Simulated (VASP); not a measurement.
# TiC (Fm-3m) in VASP: notebook

The runs below take TiC through single point, relaxation of cell and atoms, with LDA.

Program: VASP 6.6.1. These are calculated values, not measurements. Logs are shortened: lines on timing, memory, paths and dates and some standing lists are left out, and cuts for length are marked.

## Step 1: The cell of the first run

It takes space group Fm-3m (No. 225, cubic). The conventional cell has a = 4.303 Å, b = 4.303 Å, c = 4.303 Å, α = 90.00°, β = 90.00°, γ = 90.00°. Within 2.8 Å of Ti (site symmetry m-3m) lie 6 C at 2.15 Å. C (site symmetry m-3m) has 6 Ti at 2.15 Å within 2.8 Å.

## Step 2: Single point, LDA (9.96 Å³/atom)

INCAR

```
PREC = Accurate
ENCUT = 600
EDIFF = 1E-6
ISMEAR = 0
SIGMA = 0.1
LREAL = False
LASPH = True
NELM = 120
ALGO = Normal
ISIF = 2
LWAVE = False
LCHARG = False
GGA = CA
NBANDS = 15
GGA_COMPAT = False
```

KPOINTS

```
regular mesh
0
Gamma
  16 16 16
```

POSCAR

```
TiC
1.0
    0.0000000000      2.1514843244      2.1514843244
    2.1514843244      0.0000000000      2.1514843244
    2.1514843244      2.1514843244      0.0000000000
Ti C
1 1
Direct
    0.0000000000      0.0000000000      0.0000000000
    0.5000000000      0.5000000000      0.5000000000
```

Potentials or basis: VASP PAW LDA potentials, release 64 (Ti_sv, C).

The run is started by

```
$ cat potpaw_LDA.64/Ti_sv/POTCAR potpaw_LDA.64/C/POTCAR > POTCAR
$ mpirun -np 1 vasp_std > vasp.out
```

OUTCAR:

```text
PREC = Accurate
   ENCUT = 600
   EDIFF = 1E-6
   ISMEAR = 0
   LREAL = False
   LASPH = True
   NELM = 120
   ISIF = 2
   GGA = CA

 ion  position               nearest neighbor table
   1  0.000  0.000  0.000-   2 2.15   2 2.15   2 2.15   2 2.15   2 2.15   2 2.15
   2  0.500  0.500  0.500-   1 2.15   1 2.15   1 2.15   1 2.15   1 2.15   1 2.15

  LATTYP: Found a face centered cubic cell.
 ALAT       =     4.3029686488

  Lattice vectors:

 A1 = (   0.0000000000,   2.1514843244,   2.1514843244)
 A2 = (   2.1514843244,   0.0000000000,   2.1514843244)
 A3 = (   2.1514843244,   2.1514843244,   0.0000000000)

Analysis of symmetry for initial positions (statically):
=====================================================================
 Subroutine PRICEL returns:
 Original cell was already a primitive cell.

 Routine SETGRP: Setting up the symmetry group for a
 face centered cubic supercell.

 Subroutine GETGRP returns: Found 48 space group operations
 (whereof 48 operations were pure point group operations)
 out of a pool of 48 trial point group operations.

The static configuration has the point symmetry O_h .

Analysis of symmetry for dynamics (positions and initial velocities):
=====================================================================
 Subroutine PRICEL returns:
 Original cell was already a primitive cell.

 Routine SETGRP: Setting up the symmetry group for a
 face centered cubic supercell.

 Subroutine GETGRP returns: Found 48 space group operations
 (whereof 48 operations were pure point group operations)
 out of a pool of 48 trial point group operations.

The dynamic configuration has the point symmetry O_h .

 Subroutine INISYM returns: Found 48 space group operations
 (whereof 48 operations are pure point group operations),
 and found     1 'primitive' translations

----------------------------------------------------------------------------------------

                                     Primitive cell

  volume of cell :      19.9179

  direct lattice vectors                    reciprocal lattice vectors
     0.000000000  2.151484324  2.151484324    -0.232397696  0.232397696  0.232397696
     2.151484324  0.000000000  2.151484324     0.232397696 -0.232397696  0.232397696
     2.151484324  2.151484324  0.000000000     0.232397696  0.232397696 -0.232397696

  length of vectors
     3.042658311  3.042658311  3.042658311     0.402524617  0.402524617  0.402524617

  position of ions in fractional coordinates (direct lattice)
     0.000000000  0.000000000  0.000000000
     0.500000000  0.500000000  0.500000000

  ion indices of the primitive-cell ions
   primitive index   ion index
                 1           1
                 2           2

----------------------------------------------------------------------------------------

 KPOINTS: regular mesh

Automatic generation of k-mesh.
 Grid dimensions read from file:
 generate k-points for:   16   16   16

 Generating k-lattice:

  Cartesian coordinates                     Fractional coordinates (reciprocal lattice)
    -0.014524856  0.014524856  0.014524856     0.062500000  0.000000000  0.000000000
     0.014524856 -0.014524856  0.014524856     0.000000000  0.062500000  0.000000000
     0.014524856  0.014524856 -0.014524856     0.000000000  0.000000000  0.062500000

  Length of vectors
     0.025157789  0.025157789  0.025157789

  Shift w.r.t. Gamma in fractional coordinates (k-lattice)
     0.000000000  0.000000000  0.000000000

 Subroutine IBZKPT returns following result:
 ===========================================

 Found    145 irreducible k-points:

 Following reciprocal coordinates:
            Coordinates               Weight
  0.000000  0.000000  0.000000      1.000000
  0.062500  0.000000  0.000000      8.000000
  0.125000  0.000000  0.000000      8.000000
  0.187500  0.000000  0.000000      8.000000
  0.250000  0.000000  0.000000      8.000000
  0.312500  0.000000  0.000000      8.000000
[... 16 lines left out ...]
 -0.125000  0.062500  0.000000     24.000000
 -0.062500  0.062500  0.000000     12.000000
 [... further k-points ...]
   k-points           NKPTS =    145   k-points in BZ     NKDIM =    145   number of bands    NBANDS=     15
   number of dos      NEDOS =    301   number of ions     NIONS =      2
   total plane-waves  NPLWV =  13824
   dimension x,y,z NGX =    24 NGY =   24 NGZ =   24
   dimension x,y,z NGXF=    48 NGYF=   48 NGZF=   48
   ions per type =               1   1
   NGX,Y,Z   is equivalent  to a cutoff of  13.11, 13.11, 13.11 a.u.
   NGXF,Y,Z  is equivalent  to a cutoff of  26.23, 26.23, 26.23 a.u.
 SYSTEM =  unknown system
   PREC   = accura    normal or accurate (medium, high low for compatibility)
   ISTART =      0    job   : 0-new  1-cont  2-samecut
   ICHARG =      2    charge: 1-file 2-atom 10-const
   ISPIN  =      1    spin polarized calculation?
   LNONCOLLINEAR =      F non collinear calculations
   LSORBIT =      F    spin-orbit coupling
   LASPH  =      T    aspherical Exc in radial PAW
   ENCUT  =  600.0 eV  44.10 Ry    6.64 a.u.   6.08  6.08  6.08*2*pi/ulx,y,z
   NELM   =    120;   NELMIN=  2; NELMDL= -5     # of ELM steps
   EDIFF  = 0.1E-05   stopping-criterion for ELM
   LREAL  =      F    real-space projection
   EDIFFG = 0.1E-04   stopping-criterion for IOM
   NSW    =      0    number of steps for IOM
   IBRION =     -1    ionic relax: 0-MD 1-quasi-New 2-CG
   NFREE  =      0    steps in history (QN), initial steepest desc. (CG)
   ISIF   =      2    stress and relaxation
   ISYM   =      2    0-nonsym 1-usesym 2-fastsym
   POTIM  = 0.5000    time-step for ionic-motion
   TEBEG  =    0.0;   TEEND  =   0.0 temperature during run
   PSTRESS=    0.0 pullay stress
   NELECT =      16.0000    total number of electrons
   NUPDOWN=      -1.0000    fix difference up-down
   EMIN   =  10.00;   EMAX   =-10.00  energy-range for DOS
   EFERMI =   0.00;   METHOD = LEGACY
   ISMEAR =     0;   SIGMA  =   0.10  broadening in eV -4-tet -1-fermi 0-gaus
   EFERMI_NEDOS =   21; number of points for ismear=-14 and -15
   IALGO  =     38    algorithm
   IMIX   =      4    mixing-type and parameters
     AMIX     =   0.40;   BMIX     =  1.00
     AMIX_MAG =   1.60;   BMIX_MAG =  1.00
  volume/ion in A,a.u.               =       9.96        67.21
  Fermi-wavevector in a.u.,A,eV,Ry     =   1.521832  2.875845 31.510710  2.315972
  Thomas-Fermi vector in A             =   2.630493
   LORBIT       =      0    0 simple, 1 ext, 2 COOP (PROOUT), +10 PAW based schemes
   GGA     = CA    functional components
   LHFCALC =     F    Hartree Fock is set to
   AEXX    =    0.0000 exact exchange contribution
   IVDW    =     0    specifies the selected vdW correction
   LEPSILON=     F    determine dielectric tensor
   LRPA    =     F    only Hartree local field effects (RPA)
 non-spin polarized calculation
 Gauss-broadening in eV      SIGMA  =   0.10
  energy-cutoff  :      600.00
  volume of cell :       19.92
 maximum number of plane-waves:       684
   NGX = 13   NGY = 13   NGZ = 13

 number of electron      16.0000003 magnetization

 Free energy of the ion-electron system (eV)
  ---------------------------------------------------
  ext. energy  EPLUGINS =         0.00000000
  ---------------------------------------------------
  free energy    TOTEN  =       -20.52821141 eV

  energy without entropy =      -20.52628375  energy(sigma->0) =      -20.52724758

 E-fermi :   9.4508     XC(G=0): -13.0785

 val. band max:        9.4437984327   @ k =   0.1250   0.0625   0.0000
 cond. band min:       9.4766404854   @ k =   0.5000   0.5000   0.0000
 fundamental gap:      0.0328420527
 Fermi energy:         9.4508149118

 k-point     1 :       0.0000    0.0000    0.0000
  band No.  band energies     occupation
      1     -46.3530      2.00000
      2     -22.7486      2.00000
      3     -22.7486      2.00000
      4     -22.7486      2.00000
      5      -2.8322      2.00000
      6      10.1055      0.00000
      7      10.1055      0.00000
      8      10.1055      0.00000
      9      11.1808      0.00000
     10      11.1808      0.00000
     11      11.1808      0.00000
     12      11.2228      0.00000
     13      11.2228      0.00000
     14      20.3659      0.00000
     15      23.5964      0.00000

 k-point     2 :       0.0625    0.0000    0.0000
  band No.  band energies     occupation
      1     -46.3498      2.00000
      2     -22.7706      2.00000
      3     -22.7507      2.00000
      4     -22.7507      2.00000
      5      -2.7410      2.00000
      6       9.6732      0.00166
      7       9.9229      0.00000
      8       9.9229      0.00000
      9      10.4900      0.00000
     10      10.4900      0.00000
     11      11.4146      0.00000
     12      12.2294      0.00000
     13      12.2294      0.00000
     14      20.5163      0.00000
     15      23.6463      0.00000

 k-point     3 :       0.1250    0.0000    0.0000
  band No.  band energies     occupation
      1     -46.3407      2.00000
      2     -22.8327      2.00000
      3     -22.7565      2.00000
      4     -22.7565      2.00000
      5      -2.4726      2.00000
      6       8.8047      2.00000
      7       9.1658      1.99994
      8       9.1658      1.99994
      9      10.5485      0.00000
     10      10.5485      0.00000
     11      11.7502      0.00000
     12      13.3152      0.00000
     13      13.3152      0.00000
     14      20.8781      0.00000
     15      23.7037      0.00000
[... 343 lines left out ...]
 k-point    23 :      -0.1250    0.0625    0.0000
  band No.  band energies     occupation
      1     -46.3339      2.00000
      2     -22.8688      2.00000
      3     -22.7769      2.00000
      4     -22.7535      2.00000
      5      -2.2727      2.00000
      6       8.3282      2.00000
      7       8.6529      2.00000
      8       8.8401      2.00000
      9      10.4242      0.00000
     10      11.0135      0.00000
     11      12.0637      0.00000
     12      13.1677      0.00000
     13      14.3055      0.00000
     14      21.1203      0.00000
     15      23.7064      0.00000

 k-point    24 :      -0.0625    0.0625    0.0000
  band No.  band energies     occupation
      1     -46.3446      2.00000
      2     -22.8009      2.00000
      3     -22.7631      2.00000
      4     -22.7499      2.00000
      5      -2.5915      2.00000
      6       9.2305      1.99817
      7       9.3941      1.57789
      8       9.4356      1.16990
      9      10.2197      0.00000
     10      10.8468      0.00000
     11      11.7639      0.00000
     12      12.3617      0.00000
     13      13.2381      0.00000
     14      20.7470      0.00000
     15      23.7010      0.00000

 [... further k-points ...]

------------------------ aborting loop because EDIFF is reached ----------------------------------------

  FORCE on cell =-STRESS in cart. coord.  units (eV):
  Direction    XX          YY          ZZ          XY          YZ          ZX
  --------------------------------------------------------------------------------------
  -------------------------------------------------------------------------------------
  Total       -0.9099230     -0.9099230     -0.9099230      0.0000000      0.0000000      0.0000000
  in kB      -73.1931907    -73.1931907    -73.1931907      0.0000000      0.0000000      0.0000000
  external PRESSURE =     -73.1931907 kB  Pullay stress =       0.0000000 kB

 VOLUME and BASIS-vectors are now :
 -----------------------------------------------------------------------------
  energy-cutoff  :      600.00
  volume of cell :       19.92
      direct lattice vectors                 reciprocal lattice vectors
     0.000000000  2.151484324  2.151484324    -0.232397696  0.232397696  0.232397696
     2.151484324  0.000000000  2.151484324     0.232397696 -0.232397696  0.232397696
     2.151484324  2.151484324  0.000000000     0.232397696  0.232397696 -0.232397696

 POSITION                                       TOTAL-FORCE (eV/Angst)
 -----------------------------------------------------------------------------------
      0.00000      0.00000      0.00000         0.000000      0.000000      0.000000
      2.15148      2.15148      2.15148        -0.000000     -0.000000     -0.000000
 -----------------------------------------------------------------------------------
    total drift:                                0.000000     -0.000000     -0.000000

  FREE ENERGIE OF THE ION-ELECTRON SYSTEM (eV)
  ---------------------------------------------------
  free  energy   TOTEN  =       -20.5282114131 eV

  energy  without entropy=      -20.5262837547  energy(sigma->0) =      -20.52724758
```

Run time: 20 s. Hardware: 1 thread of Intel Xeon Platinum 8488C (Sapphire Rapids), shared host; peak memory 0.17 GiB.

What came out:

```yaml
Free_energy: -20.5282 eV
Pressure: -7.3 GPa
Band_gap_on_the_k_mesh: zero (bands 8 and 9 overlap by 1.05 eV)
```

Levels at points of the mesh, in eV from the Fermi level:
| k point | band 5 | band 6 | band 7 | band 8 | band 9 | band 10 | band 11 | band 12 |
| --- | --- | --- | --- | --- | --- | --- | --- | --- |
| (0.00, 0.00, 0.00) | -12.28 | 0.65 | 0.65 | 0.65 | 1.73 | 1.73 | 1.73 | 1.77 |
| (0.50, 0.00, 0.00) | -8.65 | -5.90 | -2.94 | -2.94 | 2.97 | 2.97 | 4.19 | 8.37 |
| (0.50, 0.50, 0.00) | -9.99 | -3.37 | -1.72 | 0.03 | 0.03 | 2.81 | 3.59 | 3.59 |

Caveat: the cell stands under tension.

## Step 3: Single point, LDA (10.25 Å³/atom)

This run uses another cell than the first one, of 10.25 Å³/atom.

INCAR

```
SYSTEM = TiC
PREC = Accurate
ENCUT = 600
EDIFF = 1E-6
ISMEAR = 0
SIGMA = 0.1
LREAL = .False.
LASPH = .True.
NELM = 120
ALGO = Normal
ISIF = 2
LWAVE = .False.
LCHARG = .False.
GGA = CA
NBANDS = 15
GGA_COMPAT = .False.
```

KPOINTS

```
regular mesh
0
Gamma
  16 16 16
  0 0 0
```

POSCAR

```
TiC
1.0
    0.0000000000      2.1721729428      2.1721729428
    2.1721729428      0.0000000000      2.1721729428
    2.1721729428      2.1721729428      0.0000000000
Ti C
1 1
Direct
    0.0000000000      0.0000000000      0.0000000000
    0.5000000000      0.5000000000      0.5000000000
```

Potentials or basis: VASP PAW LDA potentials, release 64 (Ti_sv, C).

The run is started by

```
$ cat potpaw_LDA.64/Ti_sv/POTCAR potpaw_LDA.64/C/POTCAR > POTCAR
$ mpirun -np 1 vasp_std > vasp.out
```

It took 40 s on 1 thread of Intel Xeon Platinum 8488C (Sapphire Rapids), shared host; peak memory 0.18 GiB.

The run converged. Its results:

```yaml
Free_energy: -20.4900 eV
Pressure: -14.2 GPa
Band_gap_on_the_k_mesh: zero (bands 8 and 9 overlap by 1.03 eV)
```

Levels at points of the mesh, in eV from the Fermi level:
```
           k point  band 6  band 7  band 8  band 9  band 10  band 11
(0.00, 0.00, 0.00)    0.64    0.64    0.64    1.69     1.69     1.69
(0.50, 0.00, 0.00)   -5.77   -2.85   -2.85    2.85     2.85     4.03
(0.50, 0.50, 0.00)   -3.35   -1.63    0.00    0.00     2.70     3.44
```

Caveat: the cell stands under tension.

## Step 4: Single point, LDA (10.54 Å³/atom)

This run uses another cell than the first one, of 10.54 Å³/atom.

INCAR

```
PREC = Accurate
ENCUT = 600
EDIFF = 1E-6
ISMEAR = 0
SIGMA = 0.1
LREAL = F
LASPH = T
NELM = 120
ALGO = Normal
ISIF = 2
LWAVE = F
LCHARG = T
GGA = CA
LELF = T
LVHAR = T
NBANDS = 15
GGA_COMPAT = F
```

KPOINTS

```
Automatic mesh
0
Gamma
  16 16 16
```

POSCAR

```
TiC
1.0
    0.0000000000      2.1924748012      2.1924748012
    2.1924748012      0.0000000000      2.1924748012
    2.1924748012      2.1924748012      0.0000000000
Ti C
1 1
Direct
    0.0000000000      0.0000000000      0.0000000000
    0.5000000000      0.5000000000      0.5000000000
```

The run is started by

```
$ cat potpaw_LDA.64/Ti_sv/POTCAR potpaw_LDA.64/C/POTCAR > POTCAR
$ mpirun -np 1 vasp_std > vasp.out
```

Run time: 41 s. Hardware: 1 thread of Intel Xeon Platinum 8488C (Sapphire Rapids), shared host; peak memory 0.18 GiB.

Results (log left out):

* Free energy: -20.4290 eV
* Pressure: -20.1 GPa
* Band gap on the k mesh: zero (bands 8 and 9 overlap by 1.02 eV)

Levels at points of the mesh, in eV from the Fermi level:
```
           k point  band 4  band 5  band 6  band 7  band 8  band 9  band 10  band 11  band 12  band 13
(0.00, 0.00, 0.00)  -32.39  -12.02    0.63    0.63    0.63    1.65     1.65     1.66     1.66     1.66
(0.50, 0.00, 0.00)  -32.43   -8.66   -5.64   -2.76   -2.76    2.75     2.75     3.87     7.83     7.83
(0.50, 0.50, 0.00)  -32.54   -9.76   -3.32   -1.55   -0.02   -0.02     2.60     3.31     3.31     5.54
```

Caveat: the cell stands under tension.

## Step 5: Relaxation of cell and atoms, LDA

This run uses another cell than the first one, of 9.67 Å³/atom.

INCAR

```
ALGO = Normal
EDIFF = 1E-7
EDIFFG = -0.002
ENCUT = 600
GGA = CA
GGA_COMPAT = False
IBRION = 2
ISIF = 3
ISMEAR = 0
LASPH = True
LCHARG = False
LREAL = False
LWAVE = False
NELM = 120
NELMIN = 4
NSW = 100
PREC = Accurate
SIGMA = 0.1
```

KPOINTS

```
k-points
0
Gamma
  16 16 16
```

POSCAR

```
TiC
1.0
    0.0000000000      2.1303899824      2.1303899824
    2.1303899824      0.0000000000      2.1303899824
    2.1303899824      2.1303899824      0.0000000000
Ti C
1 1
Direct
    0.0000000000      0.0000000000      0.0000000000
    0.5000000000      0.5000000000      0.5000000000
```

The run is started by

```
$ cat potpaw_LDA.64/Ti_sv/POTCAR potpaw_LDA.64/C/POTCAR > POTCAR
$ mpirun -np 1 vasp_std > vasp.out
```

Run time: 36 s. Hardware: 1 thread of Intel Xeon Platinum 8488C (Sapphire Rapids), shared host; peak memory 0.17 GiB.

Results (log left out):

* Free energy: -20.5399 eV
* Relaxed volume: 9.69 Å³/atom
* Relaxed cell: a = 3.015 Å, b = 3.015 Å, c = 3.015 Å, α = 60.00°, β = 60.00°, γ = 60.00°
* Space group after relaxing (to 0.1 Å): Fm-3m (No. 225)
* Energy gained by relaxing: 0.0 meV/atom
* Ionic steps: 3
* Pressure after relaxing: 0.0 GPa
* Band gap on the k mesh: zero (bands 8 and 9 overlap by 1.07 eV)

Final structure:
```yaml
crystal:
  lattice:
    - [0.00000, 2.13190, 2.13190]
    - [2.13190, 0.00000, 2.13190]
    - [2.13190, 2.13190, 0.00000]
  atoms:
    - { symbol: Ti, position: [0.00000, 0.00000, 0.00000] }
    - { symbol: C, position: [0.50000, 0.50000, 0.50000] }
```

Levels at points of the mesh, in eV from the Fermi level:
| k point | band 4 | band 5 | band 6 | band 7 | band 8 | band 9 | band 10 | band 11 | band 12 |
| --- | --- | --- | --- | --- | --- | --- | --- | --- | --- |
| (0.00, 0.00, 0.00) | -32.11 | -12.41 | 0.66 | 0.66 | 0.66 | 1.76 | 1.76 | 1.76 | 1.83 |
| (0.50, 0.00, 0.00) | -32.16 | -8.64 | -6.02 | -3.03 | -3.03 | 3.08 | 3.08 | 4.35 | 8.56 |
| (0.50, 0.50, 0.00) | -32.31 | -10.10 | -3.38 | -1.80 | 0.05 | 0.05 | 2.91 | 3.72 | 3.72 |

## Step 6: Overview

```csv
task,cell,gap on the mesh (eV),pressure (GPa)
single point,"a = 3.043 Å, angles 60.0°, 2 atoms",none,-7.3
single point,"a = 3.072 Å, angles 60.0°, 2 atoms",none,-14.2
single point,"a = 3.101 Å, angles 60.0°, 2 atoms",none,-20.1
relaxation of cell and atoms,"relaxed from a = 3.013 Å, angles 60.0°, 2 atoms",none,0.0
```

Alike in all rows: level LDA; potentials or basis VASP PAW LDA potentials, release 64 (Ti_sv, C); no spin polarisation; k mesh 16 × 16 × 16; cutoff (eV) 600; smearing gaussian 0.1 eV.

Caveats: the cell stands under tension (at least some runs).

Absolute energies hang on the potentials; compare differences alone.
